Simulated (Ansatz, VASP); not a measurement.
**Re: VASP beside Ansatz**

```xyz
1
Lattice="0.0000 1.9750 1.9750 1.9750 0.0000 1.9750 1.9750 1.9750 0.0000" Properties=species:S:1:pos:R:3 pbc="T T T"
Re    0.0000    0.0000    0.0000
```

Alike in both runs: task single point; functional RPBE; k mesh 12 × 12 × 12; occupations gaussian, width 0.02 eV; no spin polarisation.

```csv
,VASP,Ansatz
version,VASP 6.6.1,Ansatz 0.2.0
potentials or method,"VASP PAW PBE potentials, release 64 (Re), cutoff 520 eV","all-electron LAPW, scalar-relativistic"
```

```tsv
	VASP	Ansatz	Ansatz less VASP
gap on the k mesh at the Fermi level (eV)	none	none	-
pressure (GPa)	-6.2	-5.2	+0.96
```

VASP's potentials were made for PBE, not for RPBE. A gap of «none» marks a metal or a gap that the smearing closes. Ansatz ran all-electron here, and VASP with PAW potentials.

Spin-orbit coupling is off throughout.
